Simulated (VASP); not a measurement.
Runs of VASP 6.6.1 on LiF. The structure is that of space group P4_32_12 (No. 96), or close to it. The cells are those of the table. 

```tsv
task	cell	gap on the mesh (eV)	pressure (GPa)	largest force (eV/Å)
relaxation of shape and atoms at fixed volume	relaxed from a = 5.564, b = 5.564, c = 2.906 Å, 8 atoms	(a)	-4.6	0.01
relaxation of shape and atoms at fixed volume	relaxed from a = 5.437, b = 5.437, c = 2.849 Å, 8 atoms	7.23	-1.9	0.01
relaxation of cell and atoms	relaxed from a = 5.384, b = 5.384, c = 2.818 Å, 8 atoms	7.41	0.1	-
relaxation of shape and atoms at fixed volume	relaxed from a = 5.492, b = 5.492, c = 2.874 Å, 8 atoms	7.09	-3.2	-
```

Alike in all rows: level PBE; potentials or basis VASP PAW PBE potentials, release 64 (Li_sv, F); no spin polarisation; k mesh 4 × 4 × 8; cutoff (eV) 600; smearing gaussian 0.02 eV.

Q: Fill in the values left out.

A: (a) 6.92.

Caveats: the cutoff is under 1.25 times the usual one of these potentials, so pressure, stress and relaxed cells hold a basis-set (Pulay) error; the relaxation stopped at its first step, so nothing moved (at least some runs).

A k mesh can miss the band edges.
